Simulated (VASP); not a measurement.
# MgCd3Se4 (P4/mmm) in VASP: notebook

The runs below take MgCd3Se4 through relaxation of cell and atoms, single point, with PBE.

All numbers are computed with VASP 6.6.1; they aren't measurements. Logs are shortened: lines on timing, memory, paths and dates and some standing lists are left out, and cuts for length are marked.

## (1) The cell of the first run

It takes space group P4/mmm (No. 123, tetragonal). The conventional cell has a = 4.149 Å, b = 4.149 Å, c = 11.735 Å, α = 90.00°, β = 90.00°, γ = 90.00°. Within 3.9 Å of Mg (site symmetry 4/mmm) lie 6 Se at 2.93 Å. Within 3.9 Å of Cd (site symmetry 4/mmm) lie 6 Se at 2.93 Å. Within 3.9 Å of Cd (site symmetry 4mm) lie 6 Se at 2.93 Å. Within 3.9 Å of Se (site symmetry 4mm) lie 5 Cd at 2.93 Å and 1 Mg at 2.93 Å. Within 3.9 Å of Se (site symmetry 4/mmm) lie 4 Mg at 2.93 Å and 2 Cd at 2.93 Å. Within 3.9 Å of Se (site symmetry 4/mmm) lie 6 Cd at 2.93 Å.

## (2) Relaxation of cell and atoms, PBE

Contents of INCAR:

```
ALGO = Normal
EDIFF = 1E-7
EDIFFG = -0.04
ENCUT = 600
GGA = PE
IBRION = 2
ISIF = 3
ISMEAR = 0
LASPH = T
LCHARG = F
LREAL = F
LWAVE = F
NELM = 60
NSW = 90
PREC = Accurate
SIGMA = 0.1
```

Contents of KPOINTS:

```
k-points
0
Gamma
  4 4 2
```

Contents of POSCAR:

```
MgCd3Se4
1.0
    4.1490593600      0.0000000000      0.0000000000
    0.0000000000      4.1490593600      0.0000000000
    0.0000000000      0.0000000000     11.7353120400
Mg Cd Se
1 3 4
Direct
    0.0000000000      0.0000000000      0.5000000000
    0.0000000000      0.0000000000      0.0000000000
    0.5000000000      0.5000000000      0.2500000000
    0.5000000000      0.5000000000      0.7500000000
    0.0000000000      0.0000000000      0.2500000000
    0.5000000000      0.5000000000      0.5000000000
    0.0000000000      0.0000000000      0.7500000000
    0.5000000000      0.5000000000      0.0000000000
```

Potentials or basis: VASP PAW PBE potentials, release 64 (Mg, Cd, Se).

The run is started by

```sh
cat potpaw_PBE.64/Mg/POTCAR potpaw_PBE.64/Cd/POTCAR potpaw_PBE.64/Se/POTCAR > POTCAR
mpirun -np 1 vasp_std > vasp.out
```

OUTCAR:

```text
EDIFF = 1E-7
   EDIFFG = -0.04
   ENCUT = 600
   GGA = PE
   IBRION = 2
   ISIF = 3
   ISMEAR = 0
   LASPH = T
   LREAL = F
   NELM = 60
   NSW = 90
   PREC = Accurate

 ion  position               nearest neighbor table
   1  0.000  0.000  0.500-   6 2.93   6 2.93   6 2.93   6 2.93   7 2.93   5 2.93
   2  0.000  0.000  0.000-   8 2.93   8 2.93   8 2.93   8 2.93   5 2.93   7 2.93
   3  0.500  0.500  0.250-   5 2.93   5 2.93   5 2.93   5 2.93   8 2.93   6 2.93
   4  0.500  0.500  0.750-   7 2.93   7 2.93   7 2.93   7 2.93   8 2.93   6 2.93
   5  0.000  0.000  0.250-   3 2.93   3 2.93   3 2.93   3 2.93   1 2.93   2 2.93
   6  0.500  0.500  0.500-   1 2.93   1 2.93   1 2.93   1 2.93   4 2.93   3 2.93
   7  0.000  0.000  0.750-   4 2.93   4 2.93   4 2.93   4 2.93   1 2.93   2 2.93
   8  0.500  0.500  0.000-   2 2.93   2 2.93   2 2.93   2 2.93   4 2.93   3 2.93

  LATTYP: Found a simple tetragonal cell.
 ALAT       =     4.1490593600
 C/A-ratio  =     2.8284271257

  Lattice vectors:

 A1 = (   4.1490593600,   0.0000000000,   0.0000000000)
 A2 = (   0.0000000000,   4.1490593600,   0.0000000000)
 A3 = (   0.0000000000,   0.0000000000,  11.7353120400)

Analysis of symmetry for initial positions (statically):
=====================================================================
 Subroutine PRICEL returns:
 Original cell was already a primitive cell.

 Routine SETGRP: Setting up the symmetry group for a
 simple tetragonal supercell.

 Subroutine GETGRP returns: Found 16 space group operations
 (whereof 16 operations were pure point group operations)
 out of a pool of 16 trial point group operations.

The static configuration has the point symmetry D_4h.

Analysis of symmetry for dynamics (positions and initial velocities):
=====================================================================
 Subroutine PRICEL returns:
 Original cell was already a primitive cell.

 Routine SETGRP: Setting up the symmetry group for a
 simple tetragonal supercell.

 Subroutine GETGRP returns: Found 16 space group operations
 (whereof 16 operations were pure point group operations)
 out of a pool of 16 trial point group operations.

The dynamic configuration has the point symmetry D_4h.

 Subroutine INISYM returns: Found 16 space group operations
 (whereof 16 operations are pure point group operations),
 and found     1 'primitive' translations

----------------------------------------------------------------------------------------

                                     Primitive cell

  volume of cell :     202.0198

  direct lattice vectors                    reciprocal lattice vectors
     4.149059360  0.000000000  0.000000000     0.241018485  0.000000000  0.000000000
     0.000000000  4.149059360  0.000000000     0.000000000  0.241018485  0.000000000
     0.000000000  0.000000000 11.735312040     0.000000000  0.000000000  0.085212902

  length of vectors
     4.149059360  4.149059360 11.735312040     0.241018485  0.241018485  0.085212902

  position of ions in fractional coordinates (direct lattice)
     0.000000000  0.000000000  0.500000000
     0.000000000  0.000000000  0.000000000
     0.500000000  0.500000000  0.250000000
     0.500000000  0.500000000  0.750000000
     0.000000000  0.000000000  0.250000000
     0.500000000  0.500000000  0.500000000
     0.000000000  0.000000000  0.750000000
     0.500000000  0.500000000  0.000000000

  ion indices of the primitive-cell ions
   primitive index   ion index
                 1           1
                 2           2
                 3           3
                 4           4
                 5           5
                 6           6
                 7           7
                 8           8

----------------------------------------------------------------------------------------

 KPOINTS: k-points

Automatic generation of k-mesh.
 Grid dimensions read from file:
 generate k-points for:    4    4    2

 Generating k-lattice:

  Cartesian coordinates                     Fractional coordinates (reciprocal lattice)
     0.060254621  0.000000000  0.000000000     0.250000000  0.000000000  0.000000000
     0.000000000  0.060254621  0.000000000     0.000000000  0.250000000  0.000000000
     0.000000000  0.000000000  0.042606451     0.000000000  0.000000000  0.500000000

  Length of vectors
     0.060254621  0.060254621  0.042606451

  Shift w.r.t. Gamma in fractional coordinates (k-lattice)
     0.000000000  0.000000000  0.000000000

 Subroutine IBZKPT returns following result:
 ===========================================

 Found     12 irreducible k-points:

 Following reciprocal coordinates:
            Coordinates               Weight
  0.000000  0.000000  0.000000      1.000000
  0.250000  0.000000  0.000000      4.000000
  0.500000  0.000000  0.000000      2.000000
  0.250000  0.250000  0.000000      4.000000
  0.500000  0.250000  0.000000      4.000000
  0.500000  0.500000  0.000000      1.000000
  0.000000  0.000000  0.500000      1.000000
  0.250000  0.000000  0.500000      4.000000
  0.500000  0.000000  0.500000      2.000000
  0.250000  0.250000  0.500000      4.000000
  0.500000  0.250000  0.500000      4.000000
  0.500000  0.500000  0.500000      1.000000
   k-points           NKPTS =     12   k-points in BZ     NKDIM =     12   number of bands    NBANDS=     37
   number of dos      NEDOS =    301   number of ions     NIONS =      8
   total plane-waves  NPLWV = 124416
   dimension x,y,z NGX =    36 NGY =   36 NGZ =   96
   dimension x,y,z NGXF=    72 NGYF=   72 NGZF=  192
   ions per type =               1   3   4
   NGX,Y,Z   is equivalent  to a cutoff of  14.42, 14.42, 13.60 a.u.
   NGXF,Y,Z  is equivalent  to a cutoff of  28.85, 28.85, 27.20 a.u.
 SYSTEM =  unknown system
   PREC   = accura    normal or accurate (medium, high low for compatibility)
   ISTART =      0    job   : 0-new  1-cont  2-samecut
   ICHARG =      2    charge: 1-file 2-atom 10-const
   ISPIN  =      1    spin polarized calculation?
   LNONCOLLINEAR =      F non collinear calculations
   LSORBIT =      F    spin-orbit coupling
   LASPH  =      T    aspherical Exc in radial PAW
   ENCUT  =  600.0 eV  44.10 Ry    6.64 a.u.   8.29  8.29 23.44*2*pi/ulx,y,z
   NELM   =     60;   NELMIN=  2; NELMDL= -5     # of ELM steps
   EDIFF  = 0.1E-06   stopping-criterion for ELM
   LREAL  =      F    real-space projection
   EDIFFG = -.4E-01   stopping-criterion for IOM
   NSW    =     90    number of steps for IOM
   IBRION =      2    ionic relax: 0-MD 1-quasi-New 2-CG
   NFREE  =      1    steps in history (QN), initial steepest desc. (CG)
   ISIF   =      3    stress and relaxation
   ISYM   =      2    0-nonsym 1-usesym 2-fastsym
   POTIM  = 0.5000    time-step for ionic-motion
   TEBEG  =    0.0;   TEEND  =   0.0 temperature during run
   PSTRESS=    0.0 pullay stress
   NELECT =      62.0000    total number of electrons
   NUPDOWN=      -1.0000    fix difference up-down
   EMIN   =  10.00;   EMAX   =-10.00  energy-range for DOS
   EFERMI =   0.00;   METHOD = LEGACY
   ISMEAR =     0;   SIGMA  =   0.10  broadening in eV -4-tet -1-fermi 0-gaus
   EFERMI_NEDOS =   21; number of points for ismear=-14 and -15
   IALGO  =     38    algorithm
   IMIX   =      4    mixing-type and parameters
     AMIX     =   0.40;   BMIX     =  1.00
     AMIX_MAG =   1.60;   BMIX_MAG =  1.00
  volume/ion in A,a.u.               =      25.25       170.41
  Fermi-wavevector in a.u.,A,eV,Ry     =   1.104267  2.086762 16.591020  1.219406
  Thomas-Fermi vector in A             =   2.240737
   LORBIT       =      0    0 simple, 1 ext, 2 COOP (PROOUT), +10 PAW based schemes
   GGA     = PE    functional components
   LHFCALC =     F    Hartree Fock is set to
   AEXX    =    0.0000 exact exchange contribution
   IVDW    =     0    specifies the selected vdW correction
   LEPSILON=     F    determine dielectric tensor
   LRPA    =     F    only Hartree local field effects (RPA)
 conjugate gradient relaxation of ions
 non-spin polarized calculation
 Gauss-broadening in eV      SIGMA  =   0.10
  energy-cutoff  :      600.00
  volume of cell :      202.02
 maximum number of plane-waves:      6800
 NGX is ok and might be reduce to    36
   NGX = 17   NGY = 17   NGZ = 47

--------------------------------------- Ionic step        1  -------------------------------------------

 number of electron      62.0000003 magnetization

 Free energy of the ion-electron system (eV)
  ---------------------------------------------------
  ext. energy  EPLUGINS =         0.00000000
  ---------------------------------------------------
  free energy    TOTEN  =       -22.64602160 eV

  energy without entropy =      -22.63289124  energy(sigma->0) =      -22.63945642

------------------------ aborting loop because EDIFF is reached ----------------------------------------

  FORCE on cell =-STRESS in cart. coord.  units (eV):
  Direction    XX          YY          ZZ          XY          YZ          ZX
  --------------------------------------------------------------------------------------
  -------------------------------------------------------------------------------------
  Total       -5.1254510     -5.1254510     -5.7527942      0.0000000     -0.0000000     -0.0000000
  in kB      -40.6488937    -40.6488937    -45.6242229      0.0000000     -0.0000000     -0.0000000
  external PRESSURE =     -42.3073368 kB  Pullay stress =       0.0000000 kB
[... 195 lines left out ...]
  energy  without entropy=      -22.8962663267  energy(sigma->0) =      -22.90045866

--------------------------------------- Ionic step        6  -------------------------------------------

 number of electron      62.0000005 magnetization

 Free energy of the ion-electron system (eV)
  ---------------------------------------------------
  ext. energy  EPLUGINS =         0.00000000
  ---------------------------------------------------
  free energy    TOTEN  =       -22.90549686 eV

  energy without entropy =      -22.89661400  energy(sigma->0) =      -22.90105543

 E-fermi :   2.4875     XC(G=0):  -9.8208

 val. band max:        2.4085840006   @ k =   0.5000   0.0000   0.0000
 cond. band min:       2.5173577686   @ k =   0.5000   0.0000   0.0000
 fundamental gap:      0.1087737680
 Fermi energy:         2.4875249027

 k-point     1 :       0.0000    0.0000    0.0000
  band No.  band energies     occupation
      1     -10.4580      2.00000
      2      -9.9650      2.00000
      3      -9.9596      2.00000
      4      -9.4854      2.00000
      5      -5.6153      2.00000
      6      -5.5627      2.00000
[... 504 lines left out ...]
  FREE ENERGIE OF THE ION-ELECTRON SYSTEM (eV)
  ---------------------------------------------------
  free  energy   TOTEN  =       -22.9054968558 eV

  energy  without entropy=      -22.8966140029  energy(sigma->0) =      -22.90105543

 reached required accuracy - stopping structural energy minimisation
```

Run time: 5.4 min. Hardware: 1 thread of Intel Xeon 6975P-C (Granite Rapids), shared host; peak memory 0.43 GiB.

What came out:

- Free energy: -22.9055 eV
- Relaxed volume: 23.18 Å³/atom
- Relaxed cell: a = 4.053 Å, b = 4.053 Å, c = 11.289 Å, α = 90.00°, β = 90.00°, γ = 90.00°
- Space group after relaxing (to 0.1 Å): P4/mmm (No. 123)
- Energy gained by relaxing: 32.4 meV/atom
- Ionic steps: 6
- Pressure after relaxing: -0.1 GPa
- Largest force after relaxing: 0.031 eV/Å
- Band gap on the k mesh: zero (bands 31 and 32 overlap by 0.42 eV)

Forces on the atoms (eV/Å):
```
Mg   0.000  0.000  0.000
Cd   0.000  0.000  0.000
Cd   0.000  0.000  0.031
Cd   0.000  0.000 -0.031
Se   0.000  0.000  0.012
Se   0.000  0.000  0.000
Se   0.000  0.000 -0.012
Se   0.000  0.000  0.000
```

The path:
| step | energy change (eV) | largest force (eV/Å) | pressure (GPa) | volume (Å³) |
| --- | --- | --- | --- | --- |
| 1 | 0.0000 | 0.1813 | -4.23 | 202.02 |
| 2 | -0.2399 | 0.2462 | 0.74 | 183.14 |
| 3 | -0.2442 | 0.2384 | 0.06 | 185.15 |
| 4 | -0.2504 | 0.1910 | 0.06 | 185.11 |
| 5 | -0.2586 | 0.0434 | 0.08 | 184.96 |
| 6 | -0.2595 | 0.0310 | -0.09 | 185.45 |

Final structure:
```cif
data_structure
_symmetry_space_group_name_H-M 'P 1'
_symmetry_Int_Tables_number 1
_cell_length_a 4.0530
_cell_length_b 4.0530
_cell_length_c 11.2892
_cell_angle_alpha 90.000
_cell_angle_beta 90.000
_cell_angle_gamma 90.000
_cell_volume 185.45
loop_
_atom_site_label
_atom_site_type_symbol
_atom_site_fract_x
_atom_site_fract_y
_atom_site_fract_z
_atom_site_occupancy
Mg1 Mg 0.00000 0.00000 0.50000 1
Cd1 Cd 0.00000 0.00000 0.00000 1
Cd2 Cd 0.50000 0.50000 0.25078 1
Cd3 Cd 0.50000 0.50000 0.74922 1
Se1 Se 0.00000 0.00000 0.25506 1
Se2 Se 0.50000 0.50000 0.50000 1
Se3 Se 0.00000 0.00000 0.74494 1
Se4 Se 0.50000 0.50000 0.00000 1
```

Caveat: the k points lie up to 0.39 Å⁻¹ apart in the final cell; semilocal functionals underestimate gaps, so a narrow gap can read as zero.

## (3) Single point, PBE

This run uses another cell than the first one, of 23.02 Å³/atom.

Contents of INCAR:

```
ALGO = Normal
EDIFF = 1E-6
ENCUT = 520
GGA = PE
ISIF = 2
ISMEAR = 0
LASPH = T
LCHARG = F
LREAL = F
LWAVE = F
NBANDS = 41
NELM = 100
PREC = Accurate
SIGMA = 0.1
```

Contents of KPOINTS:

```
k-points
0
Gamma
  10 10 4
```

Contents of POSCAR:

```
MgCd3Se4
1.0
    4.0205404541      0.0000000000      0.0000000000
    0.0000000000      4.0205404541      0.0000000000
    0.0000000000      0.0000000000     11.3933173239
Mg Cd Se
1 3 4
Direct
    0.0000000000      0.0000000000      0.5000000000
    0.0000000000      0.0000000000      0.0000000000
    0.5000000000      0.5000000000      0.2519746653
    0.5000000000      0.5000000000      0.7480253347
    0.0000000000      0.0000000000      0.2551607504
    0.5000000000      0.5000000000      0.5000000000
    0.0000000000      0.0000000000      0.7448392496
    0.5000000000      0.5000000000      0.0000000000
```

Potentials or basis: VASP PAW PBE potentials, release 64 (Mg, Cd, Se).

The run is started by

```sh
cat potpaw_PBE.64/Mg/POTCAR potpaw_PBE.64/Cd/POTCAR potpaw_PBE.64/Se/POTCAR > POTCAR
mpirun -np 1 vasp_std > vasp.out
```

OUTCAR:

```text
EDIFF = 1E-6
   ENCUT = 520
   GGA = PE
   ISIF = 2
   ISMEAR = 0
   LASPH = T
   LREAL = F
   NELM = 100
   PREC = Accurate

 ion  position               nearest neighbor table
   1  0.000  0.000  0.500-   5 2.79   7 2.79   6 2.84   6 2.84   6 2.84   6 2.84
   2  0.000  0.000  0.000-   8 2.84   8 2.84   8 2.84   8 2.84   5 2.91   7 2.91
   3  0.500  0.500  0.252-   6 2.83   5 2.84   5 2.84   5 2.84   5 2.84   8 2.87
   4  0.500  0.500  0.748-   6 2.83   7 2.84   7 2.84   7 2.84   7 2.84   8 2.87
   5  0.000  0.000  0.255-   1 2.79   3 2.84   3 2.84   3 2.84   3 2.84   2 2.91
   6  0.500  0.500  0.500-   3 2.83   4 2.83   1 2.84   1 2.84   1 2.84   1 2.84
   7  0.000  0.000  0.745-   1 2.79   4 2.84   4 2.84   4 2.84   4 2.84   2 2.91
[... 1271 lines left out ...]
  in kB        2.3816401      2.3816401      2.3934351      0.0000000      0.0000000      0.0000000
  external PRESSURE =       2.3855718 kB  Pullay stress =       0.0000000 kB

 VOLUME and BASIS-vectors are now :
 -----------------------------------------------------------------------------
  energy-cutoff  :      520.00
  volume of cell :      184.17
      direct lattice vectors                 reciprocal lattice vectors
     4.020540454  0.000000000  0.000000000     0.248722780  0.000000000  0.000000000
     0.000000000  4.020540454  0.000000000     0.000000000  0.248722780  0.000000000
     0.000000000  0.000000000 11.393317324     0.000000000  0.000000000  0.087770749

 POSITION                                       TOTAL-FORCE (eV/Angst)
 -----------------------------------------------------------------------------------
      0.00000      0.00000      5.69666        -0.000000     -0.000000     -0.000000
      0.00000      0.00000      0.00000        -0.000000     -0.000000     -0.000000
      2.01027      2.01027      2.87083        -0.000000      0.000000     -0.005862
      2.01027      2.01027      8.52249         0.000000      0.000000      0.005862
      0.00000      0.00000      2.90713        -0.000000     -0.000000      0.016481
      2.01027      2.01027      5.69666        -0.000000     -0.000000     -0.000000
      0.00000      0.00000      8.48619        -0.000000     -0.000000     -0.016481
      2.01027      2.01027      0.00000        -0.000000     -0.000000     -0.000000
 -----------------------------------------------------------------------------------
    total drift:                                0.000000      0.000000      0.000000

  FREE ENERGIE OF THE ION-ELECTRON SYSTEM (eV)
  ---------------------------------------------------
  free  energy   TOTEN  =       -23.0011707425 eV

  energy  without entropy=      -22.9964519289  energy(sigma->0) =      -22.99881134
```

Wall time 5.4 min (1 thread of Intel Xeon 6975P-C (Granite Rapids), shared host); peak memory 0.54 GiB.

What came out:

```yaml
Free_energy: -23.0012 eV
Pressure: 0.2 GPa
Largest_force: 0.016 eV/Å
Band_gap_on_the_k_mesh: zero (bands 31 and 32 overlap by 0.42 eV)
```

Forces on the atoms (eV/Å):
```
Mg   0.000  0.000  0.000
Cd   0.000  0.000  0.000
Cd   0.000  0.000 -0.006
Cd   0.000  0.000  0.006
Se   0.000  0.000  0.016
Se   0.000  0.000  0.000
Se   0.000  0.000 -0.016
Se   0.000  0.000  0.000
```

Caveat: semilocal functionals underestimate gaps, so a narrow gap can read as zero.
